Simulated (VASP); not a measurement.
# Cd2Te3 (Pm-3m) in VASP: a series of runs, part 2 of 2

VASP 6.6.1. The steps go on from the part before.

## Step 3: Single point, PBE

This run uses another cell than the first one, of 35.73 Å³/atom, 1.045 times its volume.

Input file INCAR:

```
SYSTEM = Cd2Te3
ALGO = Normal
EDIFF = 1E-6
ENCUT = 520
GGA = PE
ISIF = 2
ISMEAR = 0
LASPH = .True.
LCHARG = .False.
LREAL = .False.
LWAVE = .False.
NBANDS = 29
NELM = 60
PREC = Accurate
SIGMA = 0.1
```

Input file KPOINTS:

```
k-points
0
Gamma
  4 4 4
  0 0 0
```

Input file POSCAR:

```
Cd2Te3
1.0
    5.6320384238      0.0000000000      0.0000000000
    0.0000000000      5.6320384238      0.0000000000
    0.0000000000      0.0000000000      5.6320384238
Cd Te
2 3
Direct
    0.5000000000      0.5000000000      0.5000000000
    0.0000000000      0.0000000000      0.0000000000
    0.5000000000      0.0000000000      0.0000000000
    0.0000000000      0.5000000000      0.0000000000
    0.0000000000      0.0000000000      0.5000000000
```

Potentials or basis: VASP PAW PBE potentials, release 64 (Cd, Te).

Command:

```bash
$ cat potpaw_PBE.64/Cd/POTCAR potpaw_PBE.64/Te/POTCAR > POTCAR
$ mpirun -np 1 vasp_std > vasp.out
```

OUTCAR:

```text
SYSTEM = Cd2Te3
   EDIFF = 1E-6
   ENCUT = 520
   GGA = PE
   ISIF = 2
   ISMEAR = 0
   LASPH = .True.
   LREAL = .False.
   NELM = 60
   PREC = Accurate

 ion  position               nearest neighbor table
   1  0.500  0.500  0.500-
   2  0.000  0.000  0.000-   3 2.82   4 2.82   5 2.82   5 2.82   4 2.82   3 2.82
   3  0.500  0.000  0.000-   2 2.82   2 2.82
   4  0.000  0.500  0.000-   2 2.82   2 2.82
   5  0.000  0.000  0.500-   2 2.82   2 2.82

  LATTYP: Found a simple cubic cell.
 ALAT       =     5.6320384238

  Lattice vectors:

 A1 = (   5.6320384238,   0.0000000000,   0.0000000000)
 A2 = (   0.0000000000,   5.6320384238,   0.0000000000)
 A3 = (   0.0000000000,   0.0000000000,   5.6320384238)

Analysis of symmetry for initial positions (statically):
=====================================================================
 Subroutine PRICEL returns:
 Original cell was already a primitive cell.

 Routine SETGRP: Setting up the symmetry group for a
 simple cubic supercell.

 Subroutine GETGRP returns: Found 48 space group operations
 (whereof 48 operations were pure point group operations)
 out of a pool of 48 trial point group operations.

The static configuration has the point symmetry O_h .

Analysis of symmetry for dynamics (positions and initial velocities):
=====================================================================
 Subroutine PRICEL returns:
 Original cell was already a primitive cell.

 Routine SETGRP: Setting up the symmetry group for a
 simple cubic supercell.

 Subroutine GETGRP returns: Found 48 space group operations
 (whereof 48 operations were pure point group operations)
 out of a pool of 48 trial point group operations.

The dynamic configuration has the point symmetry O_h .

 Subroutine INISYM returns: Found 48 space group operations
 (whereof 48 operations are pure point group operations),
 and found     1 'primitive' translations

----------------------------------------------------------------------------------------

                                     Primitive cell

  volume of cell :     178.6475

  direct lattice vectors                    reciprocal lattice vectors
     5.632038424  0.000000000  0.000000000     0.177555607  0.000000000  0.000000000
     0.000000000  5.632038424  0.000000000     0.000000000  0.177555607  0.000000000
     0.000000000  0.000000000  5.632038424     0.000000000  0.000000000  0.177555607

  length of vectors
     5.632038424  5.632038424  5.632038424     0.177555607  0.177555607  0.177555607

  position of ions in fractional coordinates (direct lattice)
     0.500000000  0.500000000  0.500000000
     0.000000000  0.000000000  0.000000000
     0.500000000  0.000000000  0.000000000
     0.000000000  0.500000000  0.000000000
     0.000000000  0.000000000  0.500000000

  ion indices of the primitive-cell ions
   primitive index   ion index
                 1           1
                 2           2
                 3           3
                 4           4
                 5           5

[... 21 lines left out ...]
 Subroutine IBZKPT returns following result:
 ===========================================

 Found     10 irreducible k-points:

 Following reciprocal coordinates:
            Coordinates               Weight
  0.000000  0.000000  0.000000      1.000000
  0.250000  0.000000  0.000000      6.000000
  0.500000  0.000000  0.000000      3.000000
  0.250000  0.250000  0.000000     12.000000
  0.500000  0.250000  0.000000     12.000000
  0.500000  0.500000  0.000000      3.000000
  0.250000  0.250000  0.250000      8.000000
  0.500000  0.250000  0.250000     12.000000
  0.500000  0.500000  0.250000      6.000000
  0.500000  0.500000  0.500000      1.000000
   k-points           NKPTS =     10   k-points in BZ     NKDIM =     10   number of bands    NBANDS=     29
   number of dos      NEDOS =    301   number of ions     NIONS =      5
   total plane-waves  NPLWV =  74088
   dimension x,y,z NGX =    42 NGY =   42 NGZ =   42
   dimension x,y,z NGXF=    84 NGYF=   84 NGZF=   84
   ions per type =               2   3
   NGX,Y,Z   is equivalent  to a cutoff of  12.40, 12.40, 12.40 a.u.
   NGXF,Y,Z  is equivalent  to a cutoff of  24.80, 24.80, 24.80 a.u.
 SYSTEM =  Cd2Te3
   PREC   = accura    normal or accurate (medium, high low for compatibility)
   ISTART =      0    job   : 0-new  1-cont  2-samecut
   ICHARG =      2    charge: 1-file 2-atom 10-const
   ISPIN  =      1    spin polarized calculation?
   LNONCOLLINEAR =      F non collinear calculations
   LSORBIT =      F    spin-orbit coupling
   LASPH  =      T    aspherical Exc in radial PAW
   ENCUT  =  520.0 eV  38.22 Ry    6.18 a.u.  10.47 10.47 10.47*2*pi/ulx,y,z
   NELM   =     60;   NELMIN=  2; NELMDL= -5     # of ELM steps
   EDIFF  = 0.1E-05   stopping-criterion for ELM
   LREAL  =      F    real-space projection
   EDIFFG = 0.1E-04   stopping-criterion for IOM
   NSW    =      0    number of steps for IOM
   IBRION =     -1    ionic relax: 0-MD 1-quasi-New 2-CG
   NFREE  =      0    steps in history (QN), initial steepest desc. (CG)
   ISIF   =      2    stress and relaxation
   ISYM   =      2    0-nonsym 1-usesym 2-fastsym
   POTIM  = 0.5000    time-step for ionic-motion
   TEBEG  =    0.0;   TEEND  =   0.0 temperature during run
   PSTRESS=    0.0 pullay stress
   NELECT =      42.0000    total number of electrons
   NUPDOWN=      -1.0000    fix difference up-down
   EMIN   =  10.00;   EMAX   =-10.00  energy-range for DOS
   EFERMI =   0.00;   METHOD = LEGACY
   ISMEAR =     0;   SIGMA  =   0.10  broadening in eV -4-tet -1-fermi 0-gaus
   EFERMI_NEDOS =   21; number of points for ismear=-14 and -15
   IALGO  =     38    algorithm
   IMIX   =      4    mixing-type and parameters
     AMIX     =   0.40;   BMIX     =  1.00
     AMIX_MAG =   1.60;   BMIX_MAG =  1.00
  volume/ion in A,a.u.               =      35.73       241.11
  Fermi-wavevector in a.u.,A,eV,Ry     =   1.010398  1.909375 13.890234  1.020903
  Thomas-Fermi vector in A             =   2.143384
   LORBIT       =      0    0 simple, 1 ext, 2 COOP (PROOUT), +10 PAW based schemes
   GGA     = PE    functional components
   LHFCALC =     F    Hartree Fock is set to
   AEXX    =    0.0000 exact exchange contribution
   IVDW    =     0    specifies the selected vdW correction
   LEPSILON=     F    determine dielectric tensor
   LRPA    =     F    only Hartree local field effects (RPA)
 non-spin polarized calculation
 Gauss-broadening in eV      SIGMA  =   0.10
  energy-cutoff  :      520.00
  volume of cell :      178.65
 maximum number of plane-waves:      4839
 NGX is ok and might be reduce to    42
   NGX = 21   NGY = 21   NGZ = 21

 number of electron      41.9999990 magnetization

 Free energy of the ion-electron system (eV)
  ---------------------------------------------------
  ext. energy  EPLUGINS =         0.00000000
  ---------------------------------------------------
  free energy    TOTEN  =        -8.48083377 eV

  energy without entropy =       -8.43397692  energy(sigma->0) =       -8.45740535

 E-fermi :   2.5269     XC(G=0):  -8.7104

 val. band max:        2.4851801811   @ k =   0.2500   0.2500   0.0000
 cond. band min:       2.5465802573   @ k =   0.2500   0.2500   0.2500
 fundamental gap:      0.0614000763
 Fermi energy:         2.5269213470

 k-point     1 :       0.0000    0.0000    0.0000
  band No.  band energies     occupation
      1      -8.9575      2.00000
      2      -8.0089      2.00000
      3      -8.0089      2.00000
      4      -5.9060      2.00000
      5      -5.9060      2.00000
      6      -5.9060      2.00000
[... 309 lines left out ...]
     28       8.1895      0.00000
     29       8.1895      0.00000

------------------------ aborting loop because EDIFF is reached ----------------------------------------

  FORCE on cell =-STRESS in cart. coord.  units (eV):
  Direction    XX          YY          ZZ          XY          YZ          ZX
  --------------------------------------------------------------------------------------
  -------------------------------------------------------------------------------------
  Total        0.4267449      0.4267449      0.4267449      0.0000000      0.0000000     -0.0000000
  in kB        3.8272087      3.8272087      3.8272087      0.0000000      0.0000000     -0.0000000
  external PRESSURE =       3.8272087 kB  Pullay stress =       0.0000000 kB

 VOLUME and BASIS-vectors are now :
 -----------------------------------------------------------------------------
  energy-cutoff  :      520.00
  volume of cell :      178.65
      direct lattice vectors                 reciprocal lattice vectors
     5.632038424  0.000000000  0.000000000     0.177555607  0.000000000  0.000000000
     0.000000000  5.632038424  0.000000000     0.000000000  0.177555607  0.000000000
     0.000000000  0.000000000  5.632038424     0.000000000  0.000000000  0.177555607

 POSITION                                       TOTAL-FORCE (eV/Angst)
 -----------------------------------------------------------------------------------
      2.81602      2.81602      2.81602         0.000000      0.000000      0.000000
      0.00000      0.00000      0.00000         0.000000      0.000000      0.000000
      2.81602      0.00000      0.00000         0.000000      0.000000      0.000000
      0.00000      2.81602      0.00000         0.000000      0.000000      0.000000
      0.00000      0.00000      2.81602         0.000000      0.000000      0.000000
 -----------------------------------------------------------------------------------
    total drift:                                0.000000      0.000000     -0.000000

  FREE ENERGIE OF THE ION-ELECTRON SYSTEM (eV)
  ---------------------------------------------------
  free  energy   TOTEN  =        -8.4808337731 eV

  energy  without entropy=       -8.4339769249  energy(sigma->0) =       -8.45740535
```

OSZICAR:

```text
N       E                     dE             d eps       ncg     rms          rms(c)
DAV:   1     0.252235018362E+03    0.25224E+03   -0.18167E+04   580   0.123E+03
DAV:   2     0.584693200641E+01   -0.24639E+03   -0.24001E+03   664   0.280E+02
DAV:   3    -0.882374676966E+01   -0.14671E+02   -0.14516E+02   691   0.673E+01
DAV:   4    -0.905722825628E+01   -0.23348E+00   -0.23331E+00   715   0.777E+00
DAV:   5    -0.905966377443E+01   -0.24355E-02   -0.24354E-02   658   0.855E-01    0.940E+00
DAV:   6    -0.850242488096E+01    0.55724E+00   -0.22316E+00   600   0.908E+00    0.737E+00
DAV:   7    -0.848617916834E+01    0.16246E-01   -0.18698E-01   613   0.301E+00    0.375E+00
DAV:   8    -0.848064710681E+01    0.55321E-02   -0.16166E-02   620   0.900E-01    0.521E-01
DAV:   9    -0.848069385267E+01   -0.46746E-04   -0.10298E-03   690   0.187E-01    0.139E-01
DAV:  10    -0.848082240882E+01   -0.12856E-03   -0.16992E-04   610   0.800E-02    0.459E-02
DAV:  11    -0.848083111533E+01   -0.87065E-05   -0.23012E-05   625   0.299E-02    0.171E-02
DAV:  12    -0.848083381211E+01   -0.26968E-05   -0.47106E-06   609   0.160E-02    0.389E-03
DAV:  13    -0.848083377311E+01    0.38994E-07   -0.70107E-07   396   0.550E-03
   1 F= -.84808338E+01 E0= -.84574053E+01  d E =-.468568E-01
```

stdout:

```text
POSCAR found type information on POSCAR CdTe
 POSCAR found :  2 types and       5 ions
 scaLAPACK will be used
 LDA part: xc-table for (Slater+PW92), standard interpolation
 POSCAR, INCAR and KPOINTS ok, starting setup
 FFT: planning ... GRIDC
 FFT: planning ... GRID_SOFT
 FFT: planning ... GRID
 WAVECAR not read
 entering main loop
```

It took 26 s on 1 thread of AMD EPYC 9R45 (Zen 5), shared host; peak memory 0.24 GiB.

What came out:

* Free energy: -8.4808 eV
* Pressure: 0.4 GPa
* Band gap on the k mesh: zero (band 21 reaches 3.25 eV, above the bottom of band 22 at 2.29 eV)

Levels at points of the mesh, in eV from the Fermi level:
```tsv
k point	band 18	band 19	band 20	band 21	band 22	band 23	band 24	band 25
(0.00, 0.00, 0.00)	-0.52	-0.52	-0.52	-0.17	-0.17	-0.17	0.26	5.14
(0.50, 0.00, 0.00)	-1.17	-1.17	-0.88	-0.18	-0.18	0.58	2.60	4.10
(0.50, 0.50, 0.00)	-1.46	-0.96	-0.96	0.23	0.72	0.76	3.24	4.19
(0.50, 0.50, 0.50)	-1.43	0.73	0.73	0.73	0.79	0.79	4.24	4.24
```

Caveat: spin-orbit coupling is left out, which moves the levels of the heavy elements.

## Step 4: Single point, PBE

This run uses another cell than the first one, of 35.78 Å³/atom, 1.046 times its volume.

Input file INCAR:

```
PREC = Accurate
ENCUT = 520
EDIFF = 1E-7
ISMEAR = 0
SIGMA = 0.1
LREAL = F
LASPH = T
NELM = 80
ALGO = Normal
ISIF = 2
LWAVE = F
LCHARG = F
GGA = PE
NBANDS = 29
```

Input file KPOINTS:

```
regular mesh
0
Gamma
  8 8 8
```

POSCAR, as its differences from that of step 3:

```diff
@@ -2,5 +2,5 @@
 1.0
-    5.6320384238      0.0000000000      0.0000000000
-    0.0000000000      5.6320384238      0.0000000000
-    0.0000000000      0.0000000000      5.6320384238
+    5.6344607615      0.0000000000      0.0000000000
+    0.0000000000      5.6344607615      0.0000000000
+    0.0000000000      0.0000000000      5.6344607615
 Cd Te
```

Command:

```bash
$ cat potpaw_PBE.64/Cd/POTCAR potpaw_PBE.64/Te/POTCAR > POTCAR
$ mpirun -np 1 vasp_std > vasp.out
```

It took 79 s on 1 thread of AMD EPYC 9R45 (Zen 5), shared host; peak memory 0.32 GiB.

Results (log left out):

```
Free energy            : -8.5165 eV
Pressure               : 0.1 GPa
Band gap on the k mesh : zero (band 21 reaches 3.29 eV, above the bottom of band 22 at 2.21 eV)
```

Levels at points of the mesh, in eV from the Fermi level:
```tsv
k point	band 18	band 19	band 20	band 21	band 22	band 23	band 24	band 25
(0.00, 0.00, 0.00)	-0.48	-0.48	-0.48	-0.15	-0.15	-0.15	0.21	5.15
(0.50, 0.00, 0.00)	-1.14	-1.14	-0.85	-0.16	-0.16	0.55	2.57	4.07
(0.50, 0.50, 0.00)	-1.43	-0.93	-0.93	0.18	0.74	0.76	3.20	4.16
(0.50, 0.50, 0.50)	-1.51	0.77	0.77	0.77	0.78	0.78	4.21	4.21
```

Caveat: spin-orbit coupling is left out, which moves the levels of the heavy elements.

## Step 5: Summary

```tsv
cell	k mesh	gap on the mesh (eV)	pressure (GPa)
a = 5.550 Å, 5 atoms	4 × 4 × 4	none	1.9
a = 5.632 Å, 5 atoms	4 × 4 × 4	none	0.4
a = 5.634 Å, 5 atoms	8 × 8 × 8	none	0.1
```

Alike in all rows: task single point; level PBE; potentials or basis VASP PAW PBE potentials, release 64 (Cd, Te); no spin polarisation; cutoff (eV) 520; smearing gaussian 0.1 eV.

Caveats: spin-orbit coupling is left out, which moves the levels of the heavy elements.

Absolute energies hang on the potentials; compare differences alone.
